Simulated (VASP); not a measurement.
Here is a VASP 6.6.1 calculation.

The input POSCAR:

```
Ru
1.0
    2.7024647927      0.0000000000      0.0000000000
   -1.3512323964      2.3404031633      0.0000000000
    0.0000000000      0.0000000000      4.1805222343
Ru
2
Direct
    0.3333333333      0.6666666667      0.2500000000
    0.6666666667      0.3333333333      0.7500000000
```

INCAR.step1

```
PREC = Accurate
ENCUT = 550
ISMEAR = 0
SIGMA = 0.1
LREAL = F
LASPH = T
NELM = 120
NBANDS = 21
GGA = PE
ALGO = Normal
EDIFF = 1E-5
LWAVE = T
LCHARG = F
GGA_COMPAT = F
```

Contents of INCAR.step2:

```
PREC = Accurate
ENCUT = 550
EDIFF = 1E-6
ISMEAR = 0
SIGMA = 0.1
LREAL = F
LASPH = T
NELM = 120
ALGO = Normal
ISIF = 2
LWAVE = F
LCHARG = F
METAGGA = R2SCAN
LMIXTAU = T
NBANDS = 21
ISTART = 1
GGA_COMPAT = F
```

The input KPOINTS:

```
Automatic mesh
0
Gamma
  24 24 12
```

Potentials or basis: VASP PAW PBE potentials, release 64 (Ru_pv).

Run with:

```sh
$ cat potpaw_PBE.64/Ru_pv/POTCAR > POTCAR
$ cp INCAR.step1 INCAR
$ mpirun -np 1 vasp_std > vasp.out
$ cp INCAR.step2 INCAR
$ mpirun -np 1 vasp_std > vasp.out
```

(1) Predict the band gap on the k mesh.

(2) Predict the pressure.

Answers

(1) zero (bands 14 and 15 overlap by 3.50 eV).

(2) 9.4 GPa.

Caveat: the cell differs from its parent crystal (strain along c alone, the other axes held: -2.0 %); the stress differs along the axes, from 6 to 16 GPa; the PAW data sets were made with another functional, which shifts forces and pressure a little.
